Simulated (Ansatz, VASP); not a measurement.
# One calculation of LiNbO3, two programs

```xyz
5
Lattice="3.9332 0.0000 0.0000 0.0000 3.9332 0.0000 0.0000 0.0000 3.9332" Properties=species:S:1:pos:R:3 pbc="T T T"
Li    0.0000    0.0000    0.0000
Nb    1.9666    1.9666    1.9666
O     1.9666    1.9666    0.0000
O     1.9666    0.0000    1.9666
O     0.0000    1.9666    1.9666
```

Alike in both runs: task single point; functional HSE06; k mesh 4 × 4 × 4; no spin polarisation.

|  | VASP | Ansatz |
| --- | --- | --- |
| version | VASP 6.6.1 | Ansatz 0.2.0 |
| potentials or method | VASP PAW PBE potentials, release 64 (Li_sv, Nb_sv, O) | plane waves, PAW |
| plane-wave cutoff (eV) | 520 | 420 |
| occupations | gaussian, width 0.01 eV | fixed |
| valence electrons in the cell | 34 | 34 |

```csv
,VASP,Ansatz,Ansatz less VASP
gap on the k mesh at the Fermi level (eV),2.97,3.00,+0.026
```

Ansatz's warnings: stress exchange threshold loose, stress scf threshold loose.

Noted on VASP's run: the cutoff is under 1.25 times that of the potentials, so the pressure is a little rough.
